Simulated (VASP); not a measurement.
# SnO2: single point with PBE

The system is SnO2.

```xyz
6
Lattice="-1.9007 1.9007 5.4585 1.9007 -1.9007 5.4585 1.9007 1.9007 -5.4585" Properties=species:S:1:pos:R:3 pbc="T T T"
Sn    0.0000    1.9007    2.7293
Sn    0.0000    0.0000    0.0000
O     0.0000    0.0000    8.7696
O     0.0000    1.9007    4.8767
O     0.0000    0.0000    2.1474
O     0.0000    1.9007    0.5819
```

This cell differs from its parent crystal: epitaxial xy strain -5.0%.

```
Program                : VASP 6.6.1
Task                   : single point
Functional             : PBE
Potentials or basis    : VASP PAW PBE potentials, release 64 (Sn_d, O)
Cutoff                 : 520 eV
k mesh                 : 10 × 10 × 10
Occupations            : fermi-dirac, width 0.02 eV
Spin                   : no spin polarisation
Dipole correction      : no
Further INCAR settings : ALGO = Normal; EDIFF = 1e-07; NBANDS = 35
```

```yaml
Pressure: 16.4 GPa
Largest_force: 0.019 eV/Å
Band_gap_on_the_k_mesh: 1.95 eV (least direct gap 2.25 eV)
```

Forces in eV/Å, atoms in the order of the input:
```
Sn   0.000  0.000  0.000
Sn   0.000  0.000  0.000
O    0.000  0.000  0.019
O    0.000  0.000 -0.019
O    0.000  0.000 -0.019
O    0.000  0.000  0.019
```

Stress tensor (GPa, compression positive):
```
20.81  0.00  0.00
 0.00 20.81  0.00
 0.00  0.00  7.70
```

Levels at points of the mesh, in eV from the valence-band top:
| k point | band 23 | band 24 | band 25 | band 26 | band 27 | band 28 | band 29 | band 30 |
| --- | --- | --- | --- | --- | --- | --- | --- | --- |
| (0.00, 0.00, 0.00) | -0.66 | -0.66 | -0.30 | -0.30 | 1.95 | 6.24 | 8.61 | 9.17 |
| (0.50, 0.00, 0.00) | -0.73 | -0.72 | -0.47 | -0.22 | 5.33 | 6.60 | 8.08 | 8.90 |
| (0.50, 0.50, 0.00) | -0.71 | -0.71 | -0.08 | -0.08 | 7.79 | 7.79 | 8.16 | 8.16 |
| (0.50, 0.50, 0.50) | -1.10 | -1.10 | -0.17 | -0.17 | 4.77 | 4.77 | 7.35 | 7.35 |

Wall time 4.3 min on 1 thread of Intel(R) Xeon(R) 6975P-C (Granite Rapids), with other jobs on the host, peak memory 0.45 GiB.

Caveat: the cell differs from its parent crystal (epitaxial xy strain -5.0%); the cell stands under pressure; spin-orbit coupling is left out, which moves the levels of the heavy elements. A k mesh can miss the band edges.
